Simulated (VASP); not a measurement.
Input of a VASP 6.6.1 run:

Contents of INCAR:

```
PREC     = Accurate       # precision mode
ENCUT    = 520            # plane-wave cutoff, eV
EDIFF    = 1E-8           # SCF threshold, eV
ISMEAR   = -1             # smearing method
SIGMA    = 0.03           # smearing width, eV
LREAL    = False          # projectors in reciprocal space
LASPH    = True           # aspherical terms in the spheres
NELM     = 80             # most SCF steps
ALGO     = Normal         # electronic algorithm
ISIF     = 2              # what is computed and relaxed
LWAVE    = False          # write WAVECAR
LCHARG   = False          # write CHGCAR
LEFG     = True         
NBANDS   = 10             # bands
```

KPOINTS

```
regular mesh
0
Gamma
  14 14 14
```

File POSCAR:

```
Re
1.0
   -0.0197500000      1.9651250000      1.9651250000
    1.9651250000     -0.0197500000      1.9651250000
    1.9651250000      1.9651250000     -0.0197500000
Re
1
Direct
    0.0000000000      0.0000000000      0.0000000000
```

Potentials or basis: VASP PAW LDA potentials, release 64 (Re).

Run with:

```bash
$ cat potpaw_LDA.64/Re/POTCAR > POTCAR
$ mpirun -np 1 vasp_std > vasp.out
```

What does it give for the pressure?

-23.1 GPa.

What does it give for the band gap on the k mesh?

Zero (an odd number of electrons rules out a gap without spin polarisation).

Electric field gradients, principal values (V/Å²):
| atom | least | middle | greatest (by size) |
| --- | --- | --- | --- |
| 1 Re | 16.901 | 16.901 | -33.802 |

Caveat: the cell differs from its parent crystal (equal xy, yz and zx shear strains of -1 %); the cell stands under tension; without QUAD_EFG the Cq values of the log hold for a quadrupole moment of 1 mb, not for the nuclei; spin-orbit coupling is left out, which moves the levels of the heavy elements.
